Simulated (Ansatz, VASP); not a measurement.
One calculation of AlN, two programs

```
Al N
1.0
    -0.04123    2.04125    2.04125
     2.04125   -0.04123    2.04125
     2.04125    2.04125   -0.04123
Al N
1 1
Direct
  0.50000 0.50000 0.50000
  0.00000 0.00000 0.00000
```

Alike in both runs: task single point; functional PBE; k mesh 10 × 10 × 10; occupations gaussian, width 0.05 eV; no spin polarisation.

```csv
,VASP,Ansatz
version,VASP 6.6.1,Ansatz 0.2.0
potentials or method,"VASP PAW PBE potentials, release 64 (Al, N), cutoff 520 eV","scalar-relativistic, plane waves, PAW"
valence electrons in the cell,8,8
```

```csv
,VASP,Ansatz,Ansatz less VASP
gap on the k mesh at the Fermi level (eV),3.72,3.74,+0.017
least direct gap on the mesh (eV),4.56,4.55,-0.007
pressure (GPa),-9.2,-9.0,+0.14
"traceless stress, the component that is largest in VASP (GPa)",5.62,5.62,-0.003
```

With one functional, cell and mesh, what is left measures potentials, basis and numerics.
